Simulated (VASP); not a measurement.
A run of VASP 6.6.1:

The input INCAR:

```
SYSTEM = Ti
PREC = Accurate
ENCUT = 520
EDIFF = 1E-6
ISMEAR = -1
SIGMA = 0.06122561905347299
LREAL = .False.
LASPH = .True.
NELM = 100
ALGO = Normal
ISIF = 2
LWAVE = .False.
LCHARG = .True.
GGA = PE
LELF = .True.
LVHAR = .True.
NBANDS = 19
```

KPOINTS

```
Automatic mesh
0
Gamma
  33 33 33
  0 0 0
```

Contents of POSCAR:

```
Ti
1.0
    0.0000000000      2.8972804151      2.8972804151
    2.8972804151      0.0000000000      2.8972804151
    2.8972804151      2.8972804151      0.0000000000
Ti
2
Direct
    0.0000000000      0.0000000000      0.0000000000
    0.2500000000      0.2500000000      0.2500000000
```

Potentials or basis: VASP PAW PBE potentials, release 64 (Ti_sv).

Run with:

```bash
$ cat potpaw_PBE.64/Ti_sv/POTCAR > POTCAR
$ mpirun -np 1 vasp_std > vasp.out
```

Hardware: 1 thread of Intel(R) Xeon(R) 6975P-C (Granite Rapids), with other jobs on the host.

Q: How long does it take, and how much memory?

A: It took 9.5 min on 1 thread of Intel(R) Xeon(R) 6975P-C (Granite Rapids) (shared host), peak memory 0.77 GiB. Counts: scf iterations 13, k points 969.
